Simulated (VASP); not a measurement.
# Au (Fm-3m) in VASP: notebook

Runs on Au. Level: LDA. Tasks: single point.

Everything below comes from runs of VASP 6.6.1. Logs are shortened: lines on timing, memory, paths and dates and some standing lists are left out, and cuts for length are marked.

### 1 The cell of the first run

Symmetry: Fm-3m, No. 225, cubic system. Conventional cell: a = 3.987 Å, b = 3.987 Å, c = 3.987 Å, α = 90.00°, β = 90.00°, γ = 90.00°. Au (site symmetry m-3m) has 12 Au at 2.82 Å within 3.7 Å.

### 2 Single point, LDA

INCAR reads:

```
ALGO     = Normal         # electronic algorithm
EDIFF    = 1E-6           # SCF threshold, eV
ENCUT    = 520            # plane-wave cutoff, eV
GGA      = CA             # functional
ISIF     = 2              # what is computed and relaxed
ISMEAR   = -1             # smearing method
LASPH    = True           # aspherical terms in the spheres
LCHARG   = True           # write CHGCAR
LELF     = True           # ELF
LREAL    = False          # projectors in reciprocal space
LVHAR    = True         
LWAVE    = False          # write WAVECAR
NBANDS   = 12             # bands
NELM     = 80             # most SCF steps
PREC     = Accurate       # precision mode
SIGMA    = 0.05           # smearing width, eV
```

KPOINTS reads:

```
k-points
0
Gamma
  11 11 11
```

POSCAR reads:

```
Au
1.0
    0.0000000000      1.9934577312      1.9934577312
    1.9934577312      0.0000000000      1.9934577312
    1.9934577312      1.9934577312      0.0000000000
Au
1
Direct
    0.0000000000      0.0000000000      0.0000000000
```

Potentials or basis: VASP PAW LDA potentials, release 64 (Au).

The run is started by

```bash
$ cat potpaw_LDA.64/Au/POTCAR > POTCAR
$ mpirun -np 1 vasp_std > vasp.out
```

OUTCAR:

```text
EDIFF = 1E-6
   ENCUT = 520
   GGA = CA
   ISIF = 2
   ISMEAR = -1
   LASPH = True
   LREAL = False
   NELM = 80
   PREC = Accurate

 ion  position               nearest neighbor table
   1  0.000  0.000  0.000-

  LATTYP: Found a face centered cubic cell.
 ALAT       =     3.9869154624

  Lattice vectors:

 A1 = (   0.0000000000,   1.9934577312,   1.9934577312)
 A2 = (   1.9934577312,   0.0000000000,   1.9934577312)
 A3 = (   1.9934577312,   1.9934577312,   0.0000000000)

Analysis of symmetry for initial positions (statically):
=====================================================================
 Subroutine PRICEL returns:
 Original cell was already a primitive cell.

 Routine SETGRP: Setting up the symmetry group for a
 face centered cubic supercell.

 Subroutine GETGRP returns: Found 48 space group operations
 (whereof 48 operations were pure point group operations)
 out of a pool of 48 trial point group operations.

The static configuration has the point symmetry O_h .

Analysis of symmetry for dynamics (positions and initial velocities):
=====================================================================
 Subroutine PRICEL returns:
 Original cell was already a primitive cell.

 Routine SETGRP: Setting up the symmetry group for a
 face centered cubic supercell.

 Subroutine GETGRP returns: Found 48 space group operations
 (whereof 48 operations were pure point group operations)
 out of a pool of 48 trial point group operations.

The dynamic configuration has the point symmetry O_h .

 Subroutine INISYM returns: Found 48 space group operations
 (whereof 48 operations are pure point group operations),
 and found     1 'primitive' translations

----------------------------------------------------------------------------------------

                                     Primitive cell

  volume of cell :      15.8435

  direct lattice vectors                    reciprocal lattice vectors
     0.000000000  1.993457731  1.993457731    -0.250820467  0.250820467  0.250820467
     1.993457731  0.000000000  1.993457731     0.250820467 -0.250820467  0.250820467
     1.993457731  1.993457731  0.000000000     0.250820467  0.250820467 -0.250820467

  length of vectors
     2.819174959  2.819174959  2.819174959     0.434433793  0.434433793  0.434433793

  position of ions in fractional coordinates (direct lattice)
     0.000000000  0.000000000  0.000000000

  ion indices of the primitive-cell ions
   primitive index   ion index
                 1           1

----------------------------------------------------------------------------------------

 KPOINTS: k-points

Automatic generation of k-mesh.
 Grid dimensions read from file:
 generate k-points for:   11   11   11

 Generating k-lattice:

  Cartesian coordinates                     Fractional coordinates (reciprocal lattice)
    -0.022801861  0.022801861  0.022801861     0.090909091  0.000000000  0.000000000
     0.022801861 -0.022801861  0.022801861     0.000000000  0.090909091  0.000000000
     0.022801861  0.022801861 -0.022801861     0.000000000  0.000000000  0.090909091

  Length of vectors
     0.039493981  0.039493981  0.039493981

  Shift w.r.t. Gamma in fractional coordinates (k-lattice)
     0.000000000  0.000000000  0.000000000

 Subroutine IBZKPT returns following result:
 ===========================================

 Found     56 irreducible k-points:

 Following reciprocal coordinates:
            Coordinates               Weight
  0.000000  0.000000  0.000000      1.000000
  0.090909  0.000000  0.000000      8.000000
  0.181818  0.000000  0.000000      8.000000
  0.272727  0.000000  0.000000      8.000000
  0.363636  0.000000  0.000000      8.000000
  0.454545  0.000000  0.000000      8.000000
[... 16 lines left out ...]
 -0.272727  0.181818  0.000000     24.000000
 -0.181818  0.181818  0.000000     12.000000
 [... further k-points ...]
   k-points           NKPTS =     56   k-points in BZ     NKDIM =     56   number of bands    NBANDS=     12
   number of dos      NEDOS =    301   number of ions     NIONS =      1
   total plane-waves  NPLWV =  13824
   dimension x,y,z NGX =    24 NGY =   24 NGZ =   24
   dimension x,y,z NGXF=    48 NGYF=   48 NGZF=   48
   ions per type =               1
   NGX,Y,Z   is equivalent  to a cutoff of  14.15, 14.15, 14.15 a.u.
   NGXF,Y,Z  is equivalent  to a cutoff of  28.31, 28.31, 28.31 a.u.
 SYSTEM =  unknown system
   PREC   = accura    normal or accurate (medium, high low for compatibility)
   ISTART =      0    job   : 0-new  1-cont  2-samecut
   ICHARG =      2    charge: 1-file 2-atom 10-const
   ISPIN  =      1    spin polarized calculation?
   LNONCOLLINEAR =      F non collinear calculations
   LSORBIT =      F    spin-orbit coupling
   LASPH  =      T    aspherical Exc in radial PAW
   ENCUT  =  520.0 eV  38.22 Ry    6.18 a.u.   5.24  5.24  5.24*2*pi/ulx,y,z
   NELM   =     80;   NELMIN=  2; NELMDL= -5     # of ELM steps
   EDIFF  = 0.1E-05   stopping-criterion for ELM
   LREAL  =      F    real-space projection
   EDIFFG = 0.1E-04   stopping-criterion for IOM
   NSW    =      0    number of steps for IOM
   IBRION =     -1    ionic relax: 0-MD 1-quasi-New 2-CG
   NFREE  =      0    steps in history (QN), initial steepest desc. (CG)
   ISIF   =      2    stress and relaxation
   ISYM   =      2    0-nonsym 1-usesym 2-fastsym
   POTIM  = 0.5000    time-step for ionic-motion
   TEBEG  =    0.0;   TEEND  =   0.0 temperature during run
   PSTRESS=    0.0 pullay stress
   NELECT =      11.0000    total number of electrons
   NUPDOWN=      -1.0000    fix difference up-down
   EMIN   =  10.00;   EMAX   =-10.00  energy-range for DOS
   EFERMI =   0.00;   METHOD = LEGACY
   ISMEAR =    -1;   SIGMA  =   0.05  broadening in eV -4-tet -1-fermi 0-gaus
   EFERMI_NEDOS =   21; number of points for ismear=-14 and -15
   IALGO  =     38    algorithm
   IMIX   =      4    mixing-type and parameters
     AMIX     =   0.40;   BMIX     =  1.00
     AMIX_MAG =   1.60;   BMIX_MAG =  1.00
  volume/ion in A,a.u.               =      15.84       106.92
  Fermi-wavevector in a.u.,A,eV,Ry     =   1.449624  2.739392 28.591414  2.101410
  Thomas-Fermi vector in A             =   2.567329
   LORBIT       =      0    0 simple, 1 ext, 2 COOP (PROOUT), +10 PAW based schemes
   GGA     = CA    functional components
   LHFCALC =     F    Hartree Fock is set to
   AEXX    =    0.0000 exact exchange contribution
   IVDW    =     0    specifies the selected vdW correction
   LEPSILON=     F    determine dielectric tensor
   LRPA    =     F    only Hartree local field effects (RPA)
 non-spin polarized calculation
  energy-cutoff  :      520.00
  volume of cell :       15.84
 maximum number of plane-waves:       440
 NGX is ok and might be reduce to    24
   NGX = 11   NGY = 11   NGZ = 11

 number of electron      11.0000002 magnetization

 Free energy of the ion-electron system (eV)
  ---------------------------------------------------
  ext. energy  EPLUGINS =         0.00000000
  ---------------------------------------------------
  free energy    TOTEN  =        -4.42960678 eV

  energy without entropy =       -4.42731922  energy(sigma->0) =       -4.42846300

 E-fermi :  10.5310     XC(G=0): -13.4083

 val. band max:       10.4499382681   @ k =   0.4545   0.2727   0.0000
 cond. band min:      10.5907810851   @ k =  -0.4545   0.0909   0.0000
 fundamental gap:      0.1408428170
 Fermi energy:        10.5310096195

 k-point     1 :       0.0000    0.0000    0.0000
  band No.  band energies     occupation
      1      -0.1414      2.00000
      2       5.4459      2.00000
      3       5.4459      2.00000
      4       5.4459      2.00000
      5       7.1921      2.00000
      6       7.1921      2.00000
      7      24.9262      0.00000
      8      29.3019      0.00000
      9      29.3019      0.00000
     10      29.3019      0.00000
     11      34.5734      0.00000
     12      40.0316      0.00000

 k-point     2 :       0.0909    0.0000    0.0000
  band No.  band energies     occupation
      1       0.1645      2.00000
      2       5.3409      2.00000
      3       5.5529      2.00000
      4       5.5529      2.00000
      5       7.1439      2.00000
      6       7.1439      2.00000
      7      25.3150      0.00000
      8      27.7083      0.00000
      9      29.7080      0.00000
     10      29.7080      0.00000
     11      35.6147      0.00000
     12      37.7430      0.00000

 k-point     3 :       0.1818    0.0000    0.0000
  band No.  band energies     occupation
      1       0.9999      2.00000
      2       5.1674      2.00000
      3       5.7471      2.00000
      4       5.7471      2.00000
      5       7.1421      2.00000
      6       7.1421      2.00000
      7      24.6761      0.00000
      8      26.2209      0.00000
      9      30.7529      0.00000
     10      30.7529      0.00000
     11      33.3397      0.00000
     12      35.6409      0.00000

 k-point     4 :       0.2727    0.0000    0.0000
  band No.  band energies     occupation
      1       1.9871      2.00000
      2       5.4125      2.00000
      3       5.7336      2.00000
      4       5.7336      2.00000
      5       7.4907      2.00000
      6       7.4907      2.00000
      7      21.3057      0.00000
      8      26.0241      0.00000
      9      31.1702      0.00000
     10      31.1702      0.00000
     11      33.0680      0.00000
     12      34.0494      0.00000

 k-point     5 :       0.3636    0.0000    0.0000
  band No.  band energies     occupation
      1       2.4613      2.00000
      2       5.5552      2.00000
      3       5.5552      2.00000
      4       6.7654      2.00000
      5       8.0743      2.00000
      6       8.0743      2.00000
      7      17.6852      0.00000
      8      25.0813      0.00000
      9      29.5067      0.00000
     10      29.5067      0.00000
     11      35.2244      0.00000
     12      35.2489      0.00000
[... 228 lines left out ...]
      1       3.2989      2.00000
      2       4.8922      2.00000
      3       6.1093      2.00000
      4       6.2241      2.00000
      5       8.5002      2.00000
      6      12.4083      0.00000
      7      13.9928      0.00000
      8      23.7496      0.00000
      9      26.4791      0.00000
     10      26.6584      0.00000
     11      36.5788      0.00000
     12      36.7766      0.00000

 k-point    22 :      -0.3636    0.1818    0.0000
  band No.  band energies     occupation
      1       3.3923      2.00000
      2       4.9902      2.00000
      3       6.0495      2.00000
      4       6.0868      2.00000
      5       7.9384      2.00000
      6      11.1067      0.00002
      7      16.0742      0.00000
      8      23.1829      0.00000
      9      26.5421      0.00000
     10      28.2166      0.00000
     11      34.6512      0.00000
     12      36.7589      0.00000

 k-point    23 :      -0.2727    0.1818    0.0000
  band No.  band energies     occupation
      1       3.3487      2.00000
      2       5.0048      2.00000
      3       5.4101      2.00000
      4       6.2137      2.00000
      5       7.1670      2.00000
      6       9.6660      2.00000
      7      19.4235      0.00000
      8      23.3808      0.00000
      9      27.1630      0.00000
     10      30.7477      0.00000
     11      32.0510      0.00000
     12      36.8479      0.00000

 k-point    24 :      -0.1818    0.1818    0.0000
  band No.  band energies     occupation
      1       2.5922      2.00000
      2       4.7436      2.00000
      3       5.6595      2.00000
      4       6.4323      2.00000
      5       6.4840      2.00000
      6       8.5400      2.00000
      7      22.3690      0.00000
      8      24.5351      0.00000
      9      28.5166      0.00000
     10      29.9402      0.00000
     11      33.2910      0.00000
     12      36.0930      0.00000

 [... further k-points ...]
[... 5 lines left out ...]
  --------------------------------------------------------------------------------------
  -------------------------------------------------------------------------------------
  Total        1.0467382      1.0467382      1.0467382     -0.0000000     -0.0000000     -0.0000000
  in kB      105.8516364    105.8516364    105.8516364     -0.0000000     -0.0000000     -0.0000000
  external PRESSURE =     105.8516364 kB  Pullay stress =       0.0000000 kB

 VOLUME and BASIS-vectors are now :
 -----------------------------------------------------------------------------
  energy-cutoff  :      520.00
  volume of cell :       15.84
      direct lattice vectors                 reciprocal lattice vectors
     0.000000000  1.993457731  1.993457731    -0.250820467  0.250820467  0.250820467
     1.993457731  0.000000000  1.993457731     0.250820467 -0.250820467  0.250820467
     1.993457731  1.993457731  0.000000000     0.250820467  0.250820467 -0.250820467

 POSITION                                       TOTAL-FORCE (eV/Angst)
 -----------------------------------------------------------------------------------
      0.00000      0.00000      0.00000         0.000000      0.000000      0.000000
 -----------------------------------------------------------------------------------
    total drift:                               -0.000000      0.000000     -0.000000

  FREE ENERGIE OF THE ION-ELECTRON SYSTEM (eV)
  ---------------------------------------------------
  free  energy   TOTEN  =        -4.4296067832 eV

  energy  without entropy=       -4.4273192227  energy(sigma->0) =       -4.42846300
```

It took 6.3 s on 1 thread of Intel Xeon Platinum 8488C (Sapphire Rapids), shared host; peak memory 0.13 GiB.

What came out:

```yaml
Free_energy: -4.4296 eV
Pressure: 10.6 GPa
Band_gap_on_the_k_mesh: zero (an odd number of electrons rules out a gap without spin polarisation)
```

Caveat: the cell stands under pressure; spin-orbit coupling is left out, which moves the levels of the heavy elements.

### 3 Single point, LDA

This run uses another cell than the first one, of 16.18 Å³/atom.

INCAR reads:

```
SYSTEM = Au
PREC = Accurate
ENCUT = 520
EDIFF = 1E-7
ISMEAR = -1
SIGMA = 0.05
LREAL = .False.
LASPH = .True.
NELM = 80
ALGO = Normal
ISIF = 2
LWAVE = .False.
LCHARG = .True.
GGA = CA
LELF = .True.
LVHAR = .True.
NBANDS = 12
```

KPOINTS reads:

```
Automatic mesh
0
Gamma
  11 11 11
  0 0 0
```

POSCAR reads:

```
Au
1.0
    0.0000000000      2.0074966285      2.0074966285
    2.0074966285      0.0000000000      2.0074966285
    2.0074966285      2.0074966285      0.0000000000
Au
1
Direct
    0.0000000000      0.0000000000      0.0000000000
```

Potentials or basis: VASP PAW LDA potentials, release 64 (Au).

The run is started by

```bash
$ cat potpaw_LDA.64/Au/POTCAR > POTCAR
$ mpirun -np 1 vasp_std > vasp.out
```

Wall time 7.1 s (1 thread of Intel Xeon Platinum 8488C (Sapphire Rapids), shared host); peak memory 0.14 GiB.

Results (log left out):

```yaml
Free_energy: -4.4468 eV
Pressure: 5.6 GPa
Band_gap_on_the_k_mesh: zero (an odd number of electrons rules out a gap without spin polarisation)
```

Levels at points of the mesh, in eV from the Fermi level:
| k point | band 4 | band 5 | band 6 | band 7 | band 8 | band 9 |
| --- | --- | --- | --- | --- | --- | --- |
| (0.00, 0.00, 0.00) | -4.97 | -3.29 | -3.29 | 14.43 | 18.68 | 18.68 |

Caveat: the cell stands under pressure; spin-orbit coupling is left out, which moves the levels of the heavy elements.

The gap in the log of VASP goes by the Fermi energy; the results here count the filled bands.